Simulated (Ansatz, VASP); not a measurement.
## Si in VASP and in Ansatz

```
Si
1.0
     0.00000    5.43000    5.43000
     5.43000    0.00000    5.43000
     5.43000    5.43000    0.00000
Si
17
Direct
  0.00366 0.99703 0.99689
  0.13223 0.12307 0.12251
  0.00369 0.99687 0.50278
  0.12523 0.12628 0.62439
  0.00391 0.50338 0.99638
  0.12534 0.62464 0.12623
  0.00031 0.49997 0.49987
  0.12534 0.62448 0.62393
  0.50084 0.00028 0.99973
  0.62351 0.12303 0.12298
  0.49740 0.99698 0.50295
  0.62345 0.12281 0.63109
  0.49754 0.50307 0.99697
  0.62361 0.63164 0.12244
  0.49756 0.50294 0.50259
  0.62652 0.62464 0.62449
  0.75112 0.25019 0.24963
```

Alike in both runs: functional PBE; k mesh 2 × 2 × 2; occupations gaussian, width 0.02 eV; no spin polarisation.

Ansatz relaxed the structure, and its values are those at the end. VASP's run is a single point on that final structure, the one shown.

|  | VASP | Ansatz |
| --- | --- | --- |
| version | VASP 6.6.1 | Ansatz 0.2.0 |
| potentials or method | VASP PAW PBE potentials, release 64 (Si), cutoff 520 eV | scalar-relativistic, plane waves, PAW |
| valence electrons in the cell | 68 | 68 |

```csv
,VASP,Ansatz,Ansatz less VASP
rms of the force components (eV/Å),0.007,0.007,-0.0002
```

The k mesh is coarse, so the values compare programs but aren't converged.
